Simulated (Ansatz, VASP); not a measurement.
## One calculation of NaH, two programs

The input POSCAR:

```
NaH
1.0
    0.0000000000      2.2767228920      2.4178797113
    2.2767228920      0.0000000000      2.4178797113
    2.2767228920      2.2767228920      0.0000000000
Na H
1 1
Direct
    0.0000000000      0.0000000000      0.0000000000
    0.5000000000      0.5000000000      0.5000000000
```

INCAR.step1

```
SYSTEM = NaH
  PREC = Accurate
  ENCUT = 520
  ISMEAR = -1
  SIGMA = 0.2
  LREAL = .FALSE.
  LASPH = .TRUE.
  NELM = 80
  NBANDS = 11
  GGA = PE
  ALGO = Normal
  EDIFF = 1E-4
  LWAVE = .TRUE.
  LCHARG = .FALSE.
```

File INCAR.step2:

```
SYSTEM = NaH
  PREC = Accurate
  ENCUT = 520
  EDIFF = 1E-6
  ISMEAR = -1
  SIGMA = 0.2
  LREAL = .FALSE.
  LASPH = .TRUE.
  NELM = 80
  ALGO = Normal
  ISIF = 2
  LWAVE = .FALSE.
  LCHARG = .FALSE.
  METAGGA = R2SCAN
  LMIXTAU = .TRUE.
  NBANDS = 11
  ISTART = 1
```

Contents of KPOINTS:

```
Automatic mesh
0
G
  10 10 10
  0 0 0
```

Input for Ansatz:

```yaml
crystal:
  lattice:
    - [0.0, 2.276722892, 2.4178797113]
    - [2.276722892, 0.0, 2.4178797113]
    - [2.276722892, 2.276722892, 0.0]
  atoms:
    - { symbol: Na, position: [0.0, 0.0, 0.0] }
    - { symbol: H, position: [0.5, 0.5, 0.5] }
basis:
  ecutwfc: 520.0
kpoints:
  mp_grid: { grid: [10, 10, 10] }
hamiltonian:
  xc: r2scan
scf:
  occupations: { method: fermi_dirac, width: 0.2 }
output:
  forces: true
  stress: true
  eigenvalues: true
```

Alike in both runs: task single point; functional r2SCAN; k mesh 10 × 10 × 10; occupations fermi-dirac, width 0.2 eV; no spin polarisation.

|  | VASP | Ansatz |
| --- | --- | --- |
| version | VASP 6.6.1 | Ansatz 0.2.0 |
| potentials or method | VASP PAW PBE potentials, release 64 (Na_pv, H), cutoff 520 eV | scalar-relativistic, plane waves, PAW |
| valence electrons in the cell | 8 | 10 |

```csv
,VASP,Ansatz,Ansatz less VASP
gap on the k mesh at the Fermi level (eV),4.56,4.55,-0.013
least direct gap on the mesh (eV),5.35,5.33,-0.022
pressure (GPa),2.7,2.9,+0.22
"traceless stress, the component that is largest in VASP (GPa)",-2.11,-2.08,+0.037
```

VASP's potentials were made for PBE, not for r2SCAN. VASP's potentials hold 8 valence electrons a cell and Ansatz's 10, so a difference there can come from the potentials and not from the codes.
